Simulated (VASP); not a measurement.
Be, 2 atoms in the cell. The structure is hexagonal, space group P6_3/mmc (No. 194). Conventional cell: a = 2.353 Å, b = 2.353 Å, c = 3.696 Å, α = 90.00°, β = 90.00°, γ = 120.00°. Be (site symmetry -6m2) has 12 Be at 2.29 to 2.35 Å within 3.0 Å.  This cell differs from its parent crystal: volume scaled by 1.12.

```yaml
Program: VASP 6.6.1
Task: single point
Functional: PBE
Potentials_or_basis: VASP PAW PBE potentials, release 64 (Be)
Cutoff: 520 eV
k_mesh: 26 × 26 × 15
Occupations: fermi-dirac, width 0.1 eV
Spin: no spin polarisation
Dipole_correction: no
Further_INCAR_settings: ALGO = Normal; EDIFF = 1e-06; NBANDS = 9
```

Potentials or basis: VASP PAW PBE potentials, release 64 (Be).

Command:

```console
$ cat potpaw_PBE.64/Be/POTCAR > POTCAR
$ mpirun -np 1 vasp_std > vasp.out
```

Hardware: 1 thread of Intel(R) Xeon(R) Platinum 8488C (Sapphire Rapids) (shared host).

Question: Estimate the wall time of this run.

Answer: Run time: 48 s on 1 thread of Intel(R) Xeon(R) Platinum 8488C (Sapphire Rapids) (shared host), peak memory 0.18 GiB. Counts: scf iterations 9, k points 560.
